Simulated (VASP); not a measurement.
# SnTe (Fm-3m) in VASP: notebook

SnTe is run at these levels: r2SCAN; tasks: single point.

Program: VASP 6.6.1. These are calculated values, not measurements. Logs are shortened: lines on timing, memory, paths and dates and some standing lists are left out, and cuts for length are marked.

## Step 1: The cell of the first run

The structure is cubic, space group Fm-3m (No. 225). Conventional cell: a = 6.124 Å, b = 6.124 Å, c = 6.124 Å, α = 90.00°, β = 90.00°, γ = 90.00°. Sn (site symmetry m-3m) has 6 Te at 3.06 Å within 4.0 Å. Te (site symmetry m-3m) has 6 Sn at 3.06 Å within 4.0 Å.

## Step 2: Single point, r2SCAN (strain -4.0%)

POSCAR

```
SnTe
1.0
    0.0000000000      3.0617571316      3.0617571316
    3.0617571316      0.0000000000      3.0617571316
    3.0617571316      3.0617571316      0.0000000000
Sn Te
1 1
Direct
    0.0000000000      0.0000000000      0.0000000000
    0.5000000000      0.5000000000      0.5000000000
```

INCAR.step1

```
  PREC = Accurate
  ENCUT = 520
  ISMEAR = -1
  SIGMA = 0.02
  LREAL = F
  LASPH = T
  NELM = 80
  NBANDS = 17
  GGA = PE
  ALGO = Normal
  EDIFF = 1E-4
  LWAVE = T
  LCHARG = F
```

INCAR.step2

```
  PREC = Accurate
  ENCUT = 520
  EDIFF = 1E-6
  ISMEAR = -1
  SIGMA = 0.02
  LREAL = F
  LASPH = T
  NELM = 80
  ALGO = Normal
  ISIF = 2
  LWAVE = F
  LCHARG = F
  METAGGA = R2SCAN
  LMIXTAU = T
  NBANDS = 17
  ISTART = 1
```

KPOINTS

```
regular mesh
0
Gamma
  8 8 8
```

Potentials or basis: VASP PAW PBE potentials, release 64 (Sn_d, Te).

On the command line:

```bash
cat potpaw_PBE.64/Sn_d/POTCAR potpaw_PBE.64/Te/POTCAR > POTCAR
cp INCAR.step1 INCAR
mpirun -np 1 vasp_std > vasp.out
cp INCAR.step2 INCAR
mpirun -np 1 vasp_std > vasp.out
```

OUTCAR:

```text
PREC = Accurate
   ENCUT = 520
   EDIFF = 1E-6
   ISMEAR = -1
   LREAL = F
   LASPH = T
   NELM = 80
   ISIF = 2
   METAGGA = R2SCAN
   ISTART = 1

 ion  position               nearest neighbor table
   1  0.000  0.000  0.000-   2 3.06   2 3.06   2 3.06   2 3.06   2 3.06   2 3.06
   2  0.500  0.500  0.500-   1 3.06   1 3.06   1 3.06   1 3.06   1 3.06   1 3.06

  LATTYP: Found a face centered cubic cell.
 ALAT       =     6.1235142632

  Lattice vectors:

 A1 = (   0.0000000000,   3.0617571316,   3.0617571316)
 A2 = (   3.0617571316,   0.0000000000,   3.0617571316)
 A3 = (   3.0617571316,   3.0617571316,   0.0000000000)

Analysis of symmetry for initial positions (statically):
=====================================================================
 Subroutine PRICEL returns:
 Original cell was already a primitive cell.

 Routine SETGRP: Setting up the symmetry group for a
 face centered cubic supercell.

 Subroutine GETGRP returns: Found 48 space group operations
 (whereof 48 operations were pure point group operations)
 out of a pool of 48 trial point group operations.

The static configuration has the point symmetry O_h .

Analysis of symmetry for dynamics (positions and initial velocities):
=====================================================================
 Subroutine PRICEL returns:
 Original cell was already a primitive cell.

 Routine SETGRP: Setting up the symmetry group for a
 face centered cubic supercell.

 Subroutine GETGRP returns: Found 48 space group operations
 (whereof 48 operations were pure point group operations)
 out of a pool of 48 trial point group operations.

The dynamic configuration has the point symmetry O_h .

 Subroutine INISYM returns: Found 48 space group operations
 (whereof 48 operations are pure point group operations),
 and found     1 'primitive' translations

----------------------------------------------------------------------------------------

                                     Primitive cell

  volume of cell :      57.4040

  direct lattice vectors                    reciprocal lattice vectors
     0.000000000  3.061757132  3.061757132    -0.163304919  0.163304919  0.163304919
     3.061757132  0.000000000  3.061757132     0.163304919 -0.163304919  0.163304919
     3.061757132  3.061757132  0.000000000     0.163304919  0.163304919 -0.163304919

  length of vectors
     4.329978460  4.329978460  4.329978460     0.282852417  0.282852417  0.282852417

  position of ions in fractional coordinates (direct lattice)
     0.000000000  0.000000000  0.000000000
     0.500000000  0.500000000  0.500000000

  ion indices of the primitive-cell ions
   primitive index   ion index
                 1           1
                 2           2

----------------------------------------------------------------------------------------

 KPOINTS: regular mesh

Automatic generation of k-mesh.
 Grid dimensions read from file:
 generate k-points for:    8    8    8

 Generating k-lattice:

  Cartesian coordinates                     Fractional coordinates (reciprocal lattice)
    -0.020413115  0.020413115  0.020413115     0.125000000  0.000000000  0.000000000
     0.020413115 -0.020413115  0.020413115     0.000000000  0.125000000  0.000000000
     0.020413115  0.020413115 -0.020413115     0.000000000  0.000000000  0.125000000

  Length of vectors
     0.035356552  0.035356552  0.035356552

  Shift w.r.t. Gamma in fractional coordinates (k-lattice)
     0.000000000  0.000000000  0.000000000

 Subroutine IBZKPT returns following result:
 ===========================================

 Found     29 irreducible k-points:

 Following reciprocal coordinates:
            Coordinates               Weight
  0.000000  0.000000  0.000000      1.000000
  0.125000  0.000000  0.000000      8.000000
  0.250000  0.000000  0.000000      8.000000
  0.375000  0.000000  0.000000      8.000000
  0.500000  0.000000  0.000000      4.000000
  0.125000  0.125000  0.000000      6.000000
[... 16 lines left out ...]
  0.500000  0.250000  0.125000     48.000000
 -0.375000  0.250000  0.125000     24.000000
 [... further k-points ...]
   k-points           NKPTS =     29   k-points in BZ     NKDIM =     29   number of bands    NBANDS=     17
   number of dos      NEDOS =    301   number of ions     NIONS =      2
   total plane-waves  NPLWV =  32768
   dimension x,y,z NGX =    32 NGY =   32 NGZ =   32
   dimension x,y,z NGXF=    64 NGYF=   64 NGZF=   64
   ions per type =               1   1
   NGX,Y,Z   is equivalent  to a cutoff of  12.29, 12.29, 12.29 a.u.
   NGXF,Y,Z  is equivalent  to a cutoff of  24.57, 24.57, 24.57 a.u.
 SYSTEM =  unknown system
   PREC   = accura    normal or accurate (medium, high low for compatibility)
   ISTART =      1    job   : 0-new  1-cont  2-samecut
   ICHARG =      0    charge: 1-file 2-atom 10-const
   ISPIN  =      1    spin polarized calculation?
   LNONCOLLINEAR =      F non collinear calculations
   LSORBIT =      F    spin-orbit coupling
   LASPH  =      T    aspherical Exc in radial PAW
   ENCUT  =  520.0 eV  38.22 Ry    6.18 a.u.   8.05  8.05  8.05*2*pi/ulx,y,z
   NELM   =     80;   NELMIN=  2; NELMDL=  0     # of ELM steps
   EDIFF  = 0.1E-05   stopping-criterion for ELM
   LREAL  =      F    real-space projection
   EDIFFG = 0.1E-04   stopping-criterion for IOM
   NSW    =      0    number of steps for IOM
   IBRION =     -1    ionic relax: 0-MD 1-quasi-New 2-CG
   NFREE  =      0    steps in history (QN), initial steepest desc. (CG)
   ISIF   =      2    stress and relaxation
   ISYM   =      2    0-nonsym 1-usesym 2-fastsym
   POTIM  = 0.5000    time-step for ionic-motion
   TEBEG  =    0.0;   TEEND  =   0.0 temperature during run
   PSTRESS=    0.0 pullay stress
   NELECT =      20.0000    total number of electrons
   NUPDOWN=      -1.0000    fix difference up-down
   EMIN   =  10.00;   EMAX   =-10.00  energy-range for DOS
   EFERMI =   0.00;   METHOD = LEGACY
   ISMEAR =    -1;   SIGMA  =   0.02  broadening in eV -4-tet -1-fermi 0-gaus
   EFERMI_NEDOS =   21; number of points for ismear=-14 and -15
   IALGO  =     38    algorithm
   IMIX   =      4    mixing-type and parameters
     AMIX     =   0.40;   BMIX     =  1.00
     AMIX_MAG =   1.60;   BMIX_MAG =  1.00
  volume/ion in A,a.u.               =      28.70       193.69
  Fermi-wavevector in a.u.,A,eV,Ry     =   1.151960  2.176889 18.055094  1.327012
  Thomas-Fermi vector in A             =   2.288614
   LORBIT       =      0    0 simple, 1 ext, 2 COOP (PROOUT), +10 PAW based schemes
   METAGGA = R2SCAN    functional components
   LHFCALC =     F    Hartree Fock is set to
   AEXX    =    0.0000 exact exchange contribution
   IVDW    =     0    specifies the selected vdW correction
   LEPSILON=     F    determine dielectric tensor
   LRPA    =     F    only Hartree local field effects (RPA)
 non-spin polarized calculation
  energy-cutoff  :      520.00
  volume of cell :       57.40
 maximum number of plane-waves:      1572
   NGX = 17   NGY = 17   NGZ = 17

 number of electron      19.9999990 magnetization

 Free energy of the ion-electron system (eV)
  ---------------------------------------------------
  ext. energy  EPLUGINS =         0.00000000
  ---------------------------------------------------
  free energy    TOTEN  =       -50.54459110 eV

  energy without entropy =      -50.54410475  energy(sigma->0) =      -50.54434792

 E-fermi :   8.2465     XC(G=0): -10.4914

 val. band max:        8.2333337309   @ k =   0.5000   0.0000   0.0000
 cond. band min:       8.2780529598   @ k =   0.5000   0.0000   0.0000
 fundamental gap:      0.0447192290
 Fermi energy:         8.2464638132

 k-point     1 :       0.0000    0.0000    0.0000
  band No.  band energies     occupation
      1     -14.6587      2.00000
      2     -14.6587      2.00000
      3     -14.6407      2.00000
      4     -14.6407      2.00000
      5     -14.6407      2.00000
      6      -6.0503      2.00000
[... 9 lines left out ...]
     16      12.9454      0.00000
     17      15.1340      0.00000

 k-point     2 :       0.1250    0.0000    0.0000
  band No.  band energies     occupation
      1     -14.6600      2.00000
      2     -14.6599      2.00000
      3     -14.6404      2.00000
      4     -14.6395      2.00000
      5     -14.6395      2.00000
      6      -5.8928      2.00000
[... 9 lines left out ...]
     16      13.3055      0.00000
     17      16.3341      0.00000

 k-point     3 :       0.2500    0.0000    0.0000
  band No.  band energies     occupation
      1     -14.6631      2.00000
      2     -14.6631      2.00000
      3     -14.6397      2.00000
      4     -14.6360      2.00000
      5     -14.6360      2.00000
      6      -5.4442      2.00000
[... 9 lines left out ...]
     16      14.2880      0.00000
     17      18.6461      0.00000

 k-point     4 :       0.3750    0.0000    0.0000
  band No.  band energies     occupation
      1     -14.6666      2.00000
      2     -14.6666      2.00000
      3     -14.6391      2.00000
      4     -14.6322      2.00000
      5     -14.6322      2.00000
      6      -4.8214      2.00000
[... 9 lines left out ...]
     16      15.8069      0.00000
     17      19.5053      0.00000

 k-point     5 :       0.5000    0.0000    0.0000
  band No.  band energies     occupation
      1     -14.6681      2.00000
      2     -14.6681      2.00000
      3     -14.6388      2.00000
      4     -14.6306      2.00000
      5     -14.6306      2.00000
      6      -4.4484      2.00000
[... 9 lines left out ...]
     16      17.3924      0.00000
     17      17.6488      0.00000

 k-point     6 :       0.1250    0.1250    0.0000
  band No.  band energies     occupation
      1     -14.6629      2.00000
      2     -14.6577      2.00000
      3     -14.6416      2.00000
      4     -14.6385      2.00000
      5     -14.6385      2.00000
      6      -5.8403      2.00000
[... 9 lines left out ...]
     16      13.9295      0.00000
     17      15.4380      0.00000

 k-point     7 :       0.2500    0.1250    0.0000
  band No.  band energies     occupation
      1     -14.6672      2.00000
      2     -14.6584      2.00000
      3     -14.6415      2.00000
      4     -14.6359      2.00000
      5     -14.6353      2.00000
      6      -5.4882      2.00000
[... 9 lines left out ...]
     16      14.9489      0.00000
     17      16.8048      0.00000

 k-point     8 :       0.3750    0.1250    0.0000
  band No.  band energies     occupation
      1     -14.6706      2.00000
      2     -14.6619      2.00000
      3     -14.6399      2.00000
      4     -14.6334      2.00000
      5     -14.6315      2.00000
      6      -4.9140      2.00000
[... 9 lines left out ...]
     16      16.4298      0.00000
     17      19.0627      0.00000
[... 203 lines left out ...]
      1     -14.6881      2.00000
      2     -14.6538      2.00000
      3     -14.6450      2.00000
      4     -14.6260      2.00000
      5     -14.6253      2.00000
      6      -4.1038      2.00000
[... 9 lines left out ...]
     16      18.2977      0.00000
     17      18.6603      0.00000

 k-point    20 :      -0.3750    0.3750    0.0000
  band No.  band energies     occupation
      1     -14.6835      2.00000
      2     -14.6582      2.00000
      3     -14.6411      2.00000
      4     -14.6285      2.00000
      5     -14.6265      2.00000
      6      -3.9748      2.00000
[... 9 lines left out ...]
     16      16.9295      0.00000
     17      19.6557      0.00000

 k-point    21 :       0.5000    0.5000    0.0000
  band No.  band energies     occupation
      1     -14.6918      2.00000
      2     -14.6516      2.00000
      3     -14.6467      2.00000
      4     -14.6242      2.00000
      5     -14.6242      2.00000
      6      -4.0200      2.00000
[... 9 lines left out ...]
     16      19.5074      0.00000
     17      19.8418      0.00000

 k-point    22 :       0.3750    0.2500    0.1250
  band No.  band energies     occupation
      1     -14.6718      2.00000
      2     -14.6591      2.00000
      3     -14.6413      2.00000
      4     -14.6329      2.00000
      5     -14.6326      2.00000
      6      -5.0697      2.00000
[... 9 lines left out ...]
     16      16.7830      0.00000
     17      16.9297      0.00000

 k-point    23 :       0.5000    0.2500    0.1250
  band No.  band energies     occupation
      1     -14.6743      2.00000
      2     -14.6621      2.00000
      3     -14.6389      2.00000
      4     -14.6322      2.00000
      5     -14.6297      2.00000
      6      -4.5116      2.00000
[... 9 lines left out ...]
     16      16.9483      0.00000
     17      18.5082      0.00000

 k-point    24 :      -0.3750    0.2500    0.1250
  band No.  band energies     occupation
      1     -14.6748      2.00000
      2     -14.6639      2.00000
      3     -14.6366      2.00000
      4     -14.6333      2.00000
      5     -14.6283      2.00000
      6      -4.1984      2.00000
[... 9 lines left out ...]
     16      18.0701      0.00000
     17      18.3374      0.00000

 [... further k-points ...]

------------------------ aborting loop because EDIFF is reached ----------------------------------------

  FORCE on cell =-STRESS in cart. coord.  units (eV):
  Direction    XX          YY          ZZ          XY          YZ          ZX
  --------------------------------------------------------------------------------------
  -------------------------------------------------------------------------------------
  Total        2.4495339      2.4495339      2.4495339      0.0000000     -0.0000000      0.0000000
  in kB       68.3678340     68.3678340     68.3678340      0.0000000     -0.0000000      0.0000000
  external PRESSURE =      68.3678340 kB  Pullay stress =       0.0000000 kB

 VOLUME and BASIS-vectors are now :
 -----------------------------------------------------------------------------
  energy-cutoff  :      520.00
  volume of cell :       57.40
      direct lattice vectors                 reciprocal lattice vectors
     0.000000000  3.061757132  3.061757132    -0.163304919  0.163304919  0.163304919
     3.061757132  0.000000000  3.061757132     0.163304919 -0.163304919  0.163304919
     3.061757132  3.061757132  0.000000000     0.163304919  0.163304919 -0.163304919

 POSITION                                       TOTAL-FORCE (eV/Angst)
 -----------------------------------------------------------------------------------
      0.00000      0.00000      0.00000         0.000000      0.000000      0.000000
      3.06176      3.06176      3.06176        -0.000000     -0.000000     -0.000000
 -----------------------------------------------------------------------------------
    total drift:                                0.000000     -0.000000     -0.000000

  FREE ENERGIE OF THE ION-ELECTRON SYSTEM (eV)
  ---------------------------------------------------
  free  energy   TOTEN  =       -50.5445910951 eV

  energy  without entropy=      -50.5441047481  energy(sigma->0) =      -50.54434792
```

It took 47 s on 1 thread of Intel Xeon Platinum 8488C (Sapphire Rapids), shared host; peak memory 0.2 GiB.

Results:

| Item | Value |
| --- | --- |
| Free energy | -50.5446 eV |
| Pressure | 6.8 GPa |
| Band gap on the k mesh | 0.04 eV |

Levels at points of the mesh, in eV from the valence-band top:
```
           k point  band 8  band 9  band 10  band 11  band 12  band 13
(0.00, 0.00, 0.00)   -2.82   -2.82    -2.82     3.55     3.55     3.55
(0.50, 0.00, 0.00)   -2.42   -2.42     0.00     0.04     0.04     0.26
(0.50, 0.50, 0.00)   -6.72   -4.66    -4.66     1.88     5.50     5.50
```

Caveat: the cell differs from its parent crystal (strain -4.0%); the cell stands under pressure; the PAW data sets were made with another functional, which shifts forces and pressure a little; spin-orbit coupling is left out, which moves the levels of the heavy elements. A k mesh can miss the band edges.

## Step 3: Single point, r2SCAN (strain -3.0%)

POSCAR

```
SnTe
1.0
    0.0000000000      3.0936504351      3.0936504351
    3.0936504351      0.0000000000      3.0936504351
    3.0936504351      3.0936504351      0.0000000000
Sn Te
1 1
Direct
    0.0000000000      0.0000000000      0.0000000000
    0.5000000000      0.5000000000      0.5000000000
```

INCAR.step1

```
SYSTEM = SnTe
PREC     = Accurate       ! precision mode
ENCUT    = 520            ! plane-wave cutoff, eV
ISMEAR   = -1             ! smearing method
SIGMA    = 0.02           ! smearing width, eV
LREAL    = .False.        ! projectors in reciprocal space
LASPH    = .True.         ! aspherical terms in the spheres
NELM     = 60             ! most SCF steps
NBANDS   = 17             ! bands
GGA      = PE             ! functional
ALGO     = Normal         ! electronic algorithm
EDIFF    = 1E-4           ! SCF threshold, eV
LWAVE    = .True.         ! write WAVECAR
LCHARG   = .False.        ! write CHGCAR
```

INCAR.step2

```
SYSTEM = SnTe
PREC     = Accurate       ! precision mode
ENCUT    = 520            ! plane-wave cutoff, eV
EDIFF    = 1E-6           ! SCF threshold, eV
ISMEAR   = -1             ! smearing method
SIGMA    = 0.02           ! smearing width, eV
LREAL    = .False.        ! projectors in reciprocal space
LASPH    = .True.         ! aspherical terms in the spheres
NELM     = 60             ! most SCF steps
ALGO     = Normal         ! electronic algorithm
ISIF     = 2              ! what is computed and relaxed
LWAVE    = .False.        ! write WAVECAR
LCHARG   = .True.         ! write CHGCAR
METAGGA  = R2SCAN         ! meta-GGA
LMIXTAU  = .True.       
LELF     = .True.         ! ELF
LVHAR    = .True.       
NBANDS   = 17             ! bands
ISTART   = 1
```

KPOINTS

```
regular mesh
0
Gamma
  8 8 8
  0 0 0
```

Potentials or basis: VASP PAW PBE potentials, release 64 (Sn_d, Te).

On the command line:

```bash
cat potpaw_PBE.64/Sn_d/POTCAR potpaw_PBE.64/Te/POTCAR > POTCAR
cp INCAR.step1 INCAR
mpirun -np 1 vasp_std > vasp.out
cp INCAR.step2 INCAR
mpirun -np 1 vasp_std > vasp.out
```

Wall time 68 s (1 thread of Intel Xeon Platinum 8488C (Sapphire Rapids), shared host); peak memory 0.21 GiB.

The run converged. Its results:

```yaml
Free_energy: -50.6100 eV
Pressure: 4.7 GPa
Band_gap_on_the_k_mesh: 0.09 eV
```

Levels at points of the mesh, in eV from the valence-band top:
| k point | band 8 | band 9 | band 10 | band 11 | band 12 | band 13 |
| --- | --- | --- | --- | --- | --- | --- |
| (0.00, 0.00, 0.00) | -2.74 | -2.74 | -2.74 | 3.47 | 3.47 | 3.47 |
| (0.50, 0.00, 0.00) | -2.35 | -2.35 | 0.00 | 0.09 | 0.09 | 0.15 |
| (0.50, 0.50, 0.00) | -6.49 | -4.50 | -4.50 | 2.00 | 5.32 | 5.32 |

Caveat: the cell differs from its parent crystal (strain -3.0%); the cell stands under pressure; the PAW data sets were made with another functional, which shifts forces and pressure a little; spin-orbit coupling is left out, which moves the levels of the heavy elements. A k mesh can miss the band edges.

[end of part 1 of 2]
